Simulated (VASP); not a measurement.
The system is Hf3SiO8.

```
Hf Si O
1.0
    -3.19153    3.38894    3.38894
     3.19153   -3.38894    3.38894
     3.19153    3.38894   -3.38894
Hf Si O
3 1 8
Direct
  0.00000 0.50000 0.50000
  0.50000 0.25000 0.75000
  0.50000 0.75000 0.25000
  0.00000 0.00000 0.00000
  0.19496 0.94496 0.75000
  0.19496 0.44496 0.25000
  0.69496 0.00000 0.69496
  0.69496 0.50000 0.19496
  0.30504 0.00000 0.30504
  0.30504 0.50000 0.80504
  0.80504 0.55504 0.75000
  0.80504 0.05504 0.25000
```

| Quantity | Value |
| --- | --- |
| Program | VASP 6.6.1 |
| Task | relaxation of cell and atoms |
| Functional | PBE |
| Potentials or basis | VASP PAW PBE potentials, release 64 (Hf_pv, Si, O) |
| Cutoff | 600 eV |
| k mesh | 4 × 4 × 4 |
| Occupations | gaussian, width 0.1 eV |
| Spin | no spin polarisation |

At the start: pressure -5.9 GPa; volume 12.22 Å³/atom.

Question: How do energy, volume and symmetry change on relaxing?

Answer: Over 13 steps the energy falls by 161.9 meV/atom and the volume is 11.47 Å³/atom (-6.1 %); space group Immm (No. 71, to 0.1 Å) before and after.

Step by step:
| step | energy change (eV) | largest force (eV/Å) | pressure (GPa) | volume (Å³) |
| --- | --- | --- | --- | --- |
| 1 | 0.0000 | 2.7986 | -5.85 | 146.62 |
| 2 | -1.5044 | 2.7042 | 3.53 | 137.31 |
| 3 | -1.5068 | 2.5541 | 3.01 | 137.61 |
| 4 | -1.4858 | 2.5469 | -2.35 | 137.86 |
| 5 | -1.8221 | 0.8602 | -0.34 | 137.74 |
| 6 | -1.9010 | 0.5930 | -0.07 | 137.30 |
| 7 | -1.9029 | 0.4935 | -0.15 | 137.36 |
| 8 | -1.9333 | 0.1905 | 0.54 | 137.08 |
| 9 | -1.9365 | 0.1756 | 0.89 | 136.95 |
| 10 | -1.9413 | 0.0562 | -0.74 | 138.04 |
| 11 | -1.9420 | 0.0854 | -0.34 | 137.76 |
| 12 | -1.9422 | 0.0875 | 0.29 | 137.49 |
| 13 | -1.9426 | 0.0123 | 0.01 | 137.61 |

Final structure:
```
CELL_PARAMETERS angstrom
-3.10702 3.34504 3.31020
3.10702 -3.34504 3.31020
3.10702 3.34504 -3.31020
ATOMIC_POSITIONS crystal
Hf 0.00000 0.50000 0.50000
Hf 0.50000 0.25069 0.75069
Hf 0.50000 0.74931 0.24931
Si 0.00000 0.00000 0.00000
O 0.18354 0.96599 0.78245
O 0.18354 0.40110 0.21755
O 0.70958 0.00000 0.70958
O 0.69874 0.50000 0.19874
O 0.29042 0.00000 0.29042
O 0.30126 0.50000 0.80126
O 0.81646 0.59890 0.78245
O 0.81646 0.03401 0.21755
```
